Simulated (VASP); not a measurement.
# CoO (R-3m) in VASP: a series of runs

The runs below take CoO through single point, with PBEsol.

All numbers are computed with VASP 6.6.1; they aren't measurements. Logs are shortened: lines on timing, memory, paths and dates and some standing lists are left out, and cuts for length are marked.

## 1. The cell of the first run

It takes space group R-3m (No. 166, trigonal). Conventional cell: a = 3.011 Å, b = 3.011 Å, c = 7.320 Å, α = 90.00°, β = 90.00°, γ = 120.00°. Within 2.8 Å of Co (site symmetry -3m) lie 6 O at 2.12 Å. Within 2.8 Å of O (site symmetry -3m) lie 6 Co at 2.12 Å.

## 2. Single point, PBEsol, collinear spin, ferromagnetic start

Contents of INCAR:

```
  ALGO = Normal
  EDIFF = 1E-6
  ENCUT = 520
  GGA = PS
  ISIF = 2
  ISMEAR = -1
  ISPIN = 2
  LASPH = True
  LCHARG = False
  LMAXMIX = 4
  LORBIT = 11
  LREAL = False
  LWAVE = False
  MAGMOM = 1.5 0
  NBANDS = 18
  NELM = 150
  NUPDOWN = 1.5
  PREC = Accurate
  SIGMA = 0.05
```

Contents of KPOINTS:

```
k-points
0
Gamma
  9 9 9
```

Contents of POSCAR:

```
CoO
1.0
    1.5054695445      0.8691832468      2.4399269062
   -1.5054695445      0.8691832468      2.4399269062
    0.0000000000     -1.7383664936      2.4399269062
Co O
1 1
Direct
    0.0000000000      0.0000000000      0.0000000000
    0.5000000000      0.5000000000      0.5000000000
```

Potentials or basis: VASP PAW PBE potentials, release 64 (Co, O).

Run with:

```
cat potpaw_PBE.64/Co/POTCAR potpaw_PBE.64/O/POTCAR > POTCAR
mpirun -np 1 vasp_std > vasp.out
```

OUTCAR:

```text
EDIFF = 1E-6
   ENCUT = 520
   GGA = PS
   ISIF = 2
   ISMEAR = -1
   ISPIN = 2
   LASPH = True
   LORBIT = 11
   LREAL = False
   NELM = 150
   NUPDOWN = 1.5
   PREC = Accurate

 ion  position               nearest neighbor table
   1  0.000  0.000  0.000-   2 2.12   2 2.12   2 2.12   2 2.12   2 2.12   2 2.12
   2  0.500  0.500  0.500-   1 2.12   1 2.12   1 2.12   1 2.12   1 2.12   1 2.12

  LATTYP: Found a trigonal (rhomboedric) cell.
 ALAT       =     2.9958573687
 COS(alpha) =     0.4949531368

  Lattice vectors:

 A1 = (   1.5054695445,   0.8691832468,   2.4399269062)
 A2 = (  -1.5054695445,   0.8691832468,   2.4399269062)
 A3 = (   0.0000000000,  -1.7383664936,   2.4399269062)

Analysis of symmetry for initial positions (statically):
=====================================================================
 Subroutine PRICEL returns:
 Original cell was already a primitive cell.

 Routine SETGRP: Setting up the symmetry group for a
 trigonal (rhombohedral) supercell.

 Subroutine GETGRP returns: Found 12 space group operations
 (whereof 12 operations were pure point group operations)
 out of a pool of 12 trial point group operations.

The static configuration has the point symmetry D_3d.

Analysis of symmetry for dynamics (positions and initial velocities):
=====================================================================
 Subroutine PRICEL returns:
 Original cell was already a primitive cell.

 Routine SETGRP: Setting up the symmetry group for a
 trigonal (rhombohedral) supercell.

 Subroutine GETGRP returns: Found 12 space group operations
 (whereof 12 operations were pure point group operations)
 out of a pool of 12 trial point group operations.

The dynamic configuration has the point symmetry D_3d.

Analysis of structural, dynamic, and magnetic symmetry:
=====================================================================
 Subroutine PRICEL returns:
 Original cell was already a primitive cell.

 Routine SETGRP: Setting up the symmetry group for a
 trigonal (rhombohedral) supercell.

 Subroutine GETGRP returns: Found 12 space group operations
 (whereof 12 operations were pure point group operations)
 out of a pool of 12 trial point group operations.

The overall configuration has the point symmetry D_3d.

 Subroutine INISYM returns: Found 12 space group operations
 (whereof 12 operations are pure point group operations),
 and found     1 'primitive' translations

----------------------------------------------------------------------------------------

                                     Primitive cell

  volume of cell :      19.1563

  direct lattice vectors                    reciprocal lattice vectors
     1.505469544  0.869183247  2.439926906     0.332122295  0.191750896  0.136616114
    -1.505469544  0.869183247  2.439926906    -0.332122295  0.191750896  0.136616114
     0.000000000 -1.738366494  2.439926906     0.000000000 -0.383501793  0.136616114

  length of vectors
     2.995857369  2.995857369  2.995857369     0.407108816  0.407108816  0.407108816

  position of ions in fractional coordinates (direct lattice)
     0.000000000  0.000000000  0.000000000
     0.500000000  0.500000000  0.500000000

  ion indices of the primitive-cell ions
   primitive index   ion index
                 1           1
                 2           2

----------------------------------------------------------------------------------------

 KPOINTS: k-points

Automatic generation of k-mesh.
 Grid dimensions read from file:
 generate k-points for:    9    9    9

 Generating k-lattice:

  Cartesian coordinates                     Fractional coordinates (reciprocal lattice)
     0.036902477  0.021305655  0.015179568     0.111111111  0.000000000  0.000000000
    -0.036902477  0.021305655  0.015179568     0.000000000  0.111111111  0.000000000
     0.000000000 -0.042611310  0.015179568     0.000000000  0.000000000  0.111111111

  Length of vectors
     0.045234313  0.045234313  0.045234313

  Shift w.r.t. Gamma in fractional coordinates (k-lattice)
     0.000000000  0.000000000  0.000000000

 Subroutine IBZKPT returns following result:
 ===========================================

 Found     85 irreducible k-points:

 Following reciprocal coordinates:
            Coordinates               Weight
  0.000000  0.000000  0.000000      1.000000
  0.111111  0.000000 -0.000000      6.000000
  0.222222  0.000000  0.000000      6.000000
  0.333333  0.000000  0.000000      6.000000
  0.444444  0.000000  0.000000      6.000000
  0.111111  0.111111 -0.000000      6.000000
[... 16 lines left out ...]
 -0.333333  0.333333  0.000000      6.000000
  0.444444  0.444444  0.000000      6.000000
 [... further k-points ...]
   k-points           NKPTS =     85   k-points in BZ     NKDIM =     85   number of bands    NBANDS=     18
   number of dos      NEDOS =    301   number of ions     NIONS =      2
   total plane-waves  NPLWV =  13824
   dimension x,y,z NGX =    24 NGY =   24 NGZ =   24
   dimension x,y,z NGXF=    48 NGYF=   48 NGZF=   48
   ions per type =               1   1
   NGX,Y,Z   is equivalent  to a cutoff of  13.32, 13.32, 13.32 a.u.
   NGXF,Y,Z  is equivalent  to a cutoff of  26.64, 26.64, 26.64 a.u.
 SYSTEM =  unknown system
   PREC   = accura    normal or accurate (medium, high low for compatibility)
   ISTART =      0    job   : 0-new  1-cont  2-samecut
   ICHARG =      2    charge: 1-file 2-atom 10-const
   ISPIN  =      2    spin polarized calculation?
   LNONCOLLINEAR =      F non collinear calculations
   LSORBIT =      F    spin-orbit coupling
   LASPH  =      T    aspherical Exc in radial PAW
   ENCUT  =  520.0 eV  38.22 Ry    6.18 a.u.   5.57  5.57  5.57*2*pi/ulx,y,z
   NELM   =    150;   NELMIN=  2; NELMDL= -5     # of ELM steps
   EDIFF  = 0.1E-05   stopping-criterion for ELM
   LREAL  =      F    real-space projection
   EDIFFG = 0.1E-04   stopping-criterion for IOM
   NSW    =      0    number of steps for IOM
   IBRION =     -1    ionic relax: 0-MD 1-quasi-New 2-CG
   NFREE  =      0    steps in history (QN), initial steepest desc. (CG)
   ISIF   =      2    stress and relaxation
   ISYM   =      2    0-nonsym 1-usesym 2-fastsym
   POTIM  = 0.5000    time-step for ionic-motion
   TEBEG  =    0.0;   TEEND  =   0.0 temperature during run
   PSTRESS=    0.0 pullay stress
   NELECT =      15.0000    total number of electrons
   NUPDOWN=       1.5000    fix difference up-down
   EMIN   =  10.00;   EMAX   =-10.00  energy-range for DOS
   EFERMI =   0.00;   METHOD = LEGACY
   ISMEAR =    -1;   SIGMA  =   0.05  broadening in eV -4-tet -1-fermi 0-gaus
   EFERMI_NEDOS =   21; number of points for ismear=-14 and -15
   IALGO  =     38    algorithm
   IMIX   =      4    mixing-type and parameters
     AMIX     =   0.40;   BMIX     =  1.00
     AMIX_MAG =   1.60;   BMIX_MAG =  1.00
  volume/ion in A,a.u.               =       9.58        64.64
  Fermi-wavevector in a.u.,A,eV,Ry     =   1.508927  2.851458 30.978555  2.276860
  Thomas-Fermi vector in A             =   2.619316
   LORBIT       =     11    0 simple, 1 ext, 2 COOP (PROOUT), +10 PAW based schemes
   GGA     = PS    functional components
   LHFCALC =     F    Hartree Fock is set to
   AEXX    =    0.0000 exact exchange contribution
   IVDW    =     0    specifies the selected vdW correction
   LEPSILON=     F    determine dielectric tensor
   LRPA    =     F    only Hartree local field effects (RPA)
 spin polarized calculation
  energy-cutoff  :      520.00
  volume of cell :       19.16
 maximum number of plane-waves:       534
 NGX is ok and might be reduce to    24
   NGX = 11   NGY = 11   NGZ = 11

 number of electron      15.0000006 magnetization       1.5000000

 Free energy of the ion-electron system (eV)
  ---------------------------------------------------
  ext. energy  EPLUGINS =         0.00000000
  ---------------------------------------------------
  free energy    TOTEN  =       -13.75538242 eV

  energy without entropy =      -13.71564035  energy(sigma->0) =      -13.73551138

 E-fermi :   7.9380     XC(G=0): -12.7214

 val. band max:        7.9368859415   @ k =  -0.2222   0.4444   0.1111
 cond. band min:       7.4545922093   @ k =  -0.4444   0.4444   0.3333
 fundamental gap:     -0.4822937323
 Fermi energy:         7.4543691520

 spin component 1

 k-point     1 :       0.0000    0.0000    0.0000
  band No.  band energies     occupation
      1     -12.5467      1.00000
      2       4.4468      1.00000
      3       4.4468      1.00000
      4       4.4948      1.00000
      5       5.5164      1.00000
      6       5.5164      1.00000
[... 10 lines left out ...]
     17      29.7410      0.00000
     18      32.9127      0.00000
[... 463 lines left out ...]
 k-point    24 :       0.4444    0.4444    0.0000
  band No.  band energies     occupation
      1     -11.3039      1.00000
      2       0.7814      1.00000
      3       3.2434      1.00000
      4       3.2963      1.00000
      5       4.7165      1.00000
      6       5.8956      1.00000
[... 10 lines left out ...]
     17      39.2015      0.00000
     18      39.2418      0.00000

 [... further k-points ...]

 spin component 2

 k-point     1 :       0.0000    0.0000    0.0000
  band No.  band energies     occupation
      1     -12.4527      1.00000
      2       4.5363      1.00000
      3       4.5363      1.00000
      4       4.5860      1.00000
      5       6.6904      1.00000
      6       6.6904      1.00000
[... 10 lines left out ...]
     17      30.2881      0.00000
     18      33.4422      0.00000
[... 463 lines left out ...]
 k-point    24 :       0.4444    0.4444    0.0000
  band No.  band energies     occupation
      1     -11.1985      1.00000
      2       0.9143      1.00000
      3       3.3515      1.00000
      4       3.4054      1.00000
      5       5.5822      1.00000
      6       7.9562      0.41008
[... 10 lines left out ...]
     17      39.2496      0.00000
     18      39.2895      0.00000

 [... further k-points ...]

------------------------ aborting loop because EDIFF is reached ----------------------------------------

  FORCE on cell =-STRESS in cart. coord.  units (eV):
  Direction    XX          YY          ZZ          XY          YZ          ZX
  --------------------------------------------------------------------------------------
  -------------------------------------------------------------------------------------
  Total       -2.5728422     -2.5728422     -2.5523591      0.0000000      0.0000000      0.0000000
  in kB     -215.1851761   -215.1851761   -213.4720268      0.0000000      0.0000000      0.0000000
  external PRESSURE =    -214.6141264 kB  Pullay stress =       0.0000000 kB

 VOLUME and BASIS-vectors are now :
 -----------------------------------------------------------------------------
  energy-cutoff  :      520.00
  volume of cell :       19.16
      direct lattice vectors                 reciprocal lattice vectors
     1.505469544  0.869183247  2.439926906     0.332122295  0.191750896  0.136616114
    -1.505469544  0.869183247  2.439926906    -0.332122295  0.191750896  0.136616114
     0.000000000 -1.738366494  2.439926906     0.000000000 -0.383501793  0.136616114

 POSITION                                       TOTAL-FORCE (eV/Angst)
 -----------------------------------------------------------------------------------
      0.00000      0.00000      0.00000        -0.000000      0.000000      0.000000
      0.00000      0.00000      3.65989         0.000000     -0.000000      0.000000
 -----------------------------------------------------------------------------------
    total drift:                               -0.000000      0.000000     -0.000000

  FREE ENERGIE OF THE ION-ELECTRON SYSTEM (eV)
  ---------------------------------------------------
  free  energy   TOTEN  =       -13.7553824158 eV

  energy  without entropy=      -13.7156403533  energy(sigma->0) =      -13.73551138

 total charge

# of ion       s       p       d       tot
------------------------------------------
    1        0.286   0.344   7.267   7.897
    2        1.556   3.353   0.000   4.908
--------------------------------------------------
tot          1.842   3.697   7.267  12.805

 magnetization (x)

# of ion       s       p       d       tot
------------------------------------------
    1        0.017   0.011   1.419   1.448
    2        0.021   0.011   0.000   0.032
--------------------------------------------------
tot          0.038   0.023   1.419   1.480
```

Wall time 21 s (1 thread of Intel Xeon 6975P-C (Granite Rapids), shared host); peak memory 0.18 GiB.

What came out:

```
Free energy                                           : -13.7554 eV
Pressure                                              : -21.5 GPa
Net moment                                            : 1.50 μB per cell
Site moments                                          : Co +1.45; O +0.03 μB
Valence electrons inside the program's atomic spheres : Co 7.90; O 4.91
```

Caveat: the cell stands under tension; the PAW data sets were made with another functional, which shifts forces and pressure a little; the total moment is fixed, so each spin has its own Fermi level; a cell with one magnetic atom can't hold antiferromagnetic order, which such compounds often take.

## 3. Single point, PBEsol, collinear spin, ferromagnetic start

Contents of INCAR:

```
PREC = Accurate
ENCUT = 520
EDIFF = 1E-6
ISMEAR = -1
SIGMA = 0.05
LREAL = False
LASPH = True
NELM = 150
ALGO = Normal
ISIF = 2
LWAVE = False
LCHARG = False
ISPIN = 2
MAGMOM = 2 0
LORBIT = 11
NUPDOWN = 2.0
LMAXMIX = 4
GGA = PS
NBANDS = 18
```

Contents of KPOINTS:

```
regular mesh
0
Gamma
  9 9 9
```

POSCAR is that of step 2.

Potentials or basis: VASP PAW PBE potentials, release 64 (Co, O).

Run with:

```
cat potpaw_PBE.64/Co/POTCAR potpaw_PBE.64/O/POTCAR > POTCAR
mpirun -np 1 vasp_std > vasp.out
```

It took 22 s on 1 thread of Intel Xeon 6975P-C (Granite Rapids), shared host; peak memory 0.18 GiB.

Results (log left out):

| Item | Value |
| --- | --- |
| Free energy | -13.8691 eV |
| Pressure | -17.9 GPa |
| Net moment | 2.00 μB per cell |
| Site moments | Co +1.88; O +0.10 μB |
| Valence electrons inside the program's atomic spheres | Co 7.87; O 4.92 |

Caveat: the cell stands under tension; the PAW data sets were made with another functional, which shifts forces and pressure a little; the total moment is fixed, so each spin has its own Fermi level; a cell with one magnetic atom can't hold antiferromagnetic order, which such compounds often take.

## 4. Single point, PBEsol, collinear spin, ferromagnetic start

Contents of INCAR:

```
SYSTEM = CoO
PREC     = Accurate       ! precision mode
ENCUT    = 520            ! plane-wave cutoff, eV
EDIFF    = 1E-6           ! SCF threshold, eV
ISMEAR   = -1             ! smearing method
SIGMA    = 0.05           ! smearing width, eV
LREAL    = .False.        ! projectors in reciprocal space
LASPH    = .True.         ! aspherical terms in the spheres
NELM     = 150            ! most SCF steps
ALGO     = Normal         ! electronic algorithm
ISIF     = 2              ! what is computed and relaxed
LWAVE    = .False.        ! write WAVECAR
LCHARG   = .False.        ! write CHGCAR
ISPIN    = 2              ! spin polarisation
MAGMOM   = 2.5 0          ! initial moments
LORBIT   = 11             ! projections on sites
NUPDOWN  = 2.5            ! fixed moment
LMAXMIX  = 4              ! l up to which the mixer works
GGA      = PS             ! functional
NBANDS   = 18             ! bands
```

Contents of KPOINTS:

```
Automatic mesh
0
Gamma
  9 9 9
  0 0 0
```

POSCAR is that of step 3.

Run with:

```
cat potpaw_PBE.64/Co/POTCAR potpaw_PBE.64/O/POTCAR > POTCAR
mpirun -np 1 vasp_std > vasp.out
```

Wall time 23 s (1 thread of Intel Xeon 6975P-C (Granite Rapids), shared host); peak memory 0.18 GiB.

The run converged. Its results:

| Property | Result |
| --- | --- |
| Free energy | -13.9413 eV |
| Pressure | -13.7 GPa |
| Net moment | 2.50 μB per cell |
| Site moments | Co +2.26; O +0.20 μB |
| Valence electrons inside the program's atomic spheres | Co 7.84; O 4.94 |

Stress tensor (GPa, compression positive):
```
-13.61   0.00   0.00
  0.00 -13.61   0.00
  0.00   0.00 -13.97
```

Caveat: the cell stands under tension; the PAW data sets were made with another functional, which shifts forces and pressure a little; the total moment is fixed, so each spin has its own Fermi level; a cell with one magnetic atom can't hold antiferromagnetic order, which such compounds often take.

## 5. Single point, PBEsol, collinear spin, ferromagnetic start

Contents of INCAR:

```
SYSTEM = CoO
PREC = Accurate
ENCUT = 520
EDIFF = 1E-6
ISMEAR = -1
SIGMA = 0.05
LREAL = .False.
LASPH = .True.
NELM = 150
ALGO = Normal
ISIF = 2
LWAVE = .False.
LCHARG = .True.
ISPIN = 2
MAGMOM = 3 0
LORBIT = 11
NUPDOWN = 3.0
LMAXMIX = 4
GGA = PS
LELF = .True.
LVHAR = .True.
NBANDS = 18
```

KPOINTS is that of step 4.

POSCAR is that of step 4.

Run with:

```
cat potpaw_PBE.64/Co/POTCAR potpaw_PBE.64/O/POTCAR > POTCAR
mpirun -np 1 vasp_std > vasp.out
```

It took 23 s on 1 thread of Intel Xeon 6975P-C (Granite Rapids), shared host; peak memory 0.18 GiB.

Results (log left out):

| Item | Value |
| --- | --- |
| Free energy | -13.9691 eV |
| Pressure | -9.1 GPa |
| Net moment | 3.00 μB per cell |
| Site moments | Co +2.61; O +0.34 μB |
| Valence electrons inside the program's atomic spheres | Co 7.81; O 4.96 |

Stress tensor (GPa, compression positive):
```
-8.98  0.00  0.00
 0.00 -8.98  0.00
 0.00  0.00 -9.28
```

Caveat: the cell stands under tension; the PAW data sets were made with another functional, which shifts forces and pressure a little; the total moment is fixed, so each spin has its own Fermi level; a cell with one magnetic atom can't hold antiferromagnetic order, which such compounds often take.

(Continued in part 2 of 2.)
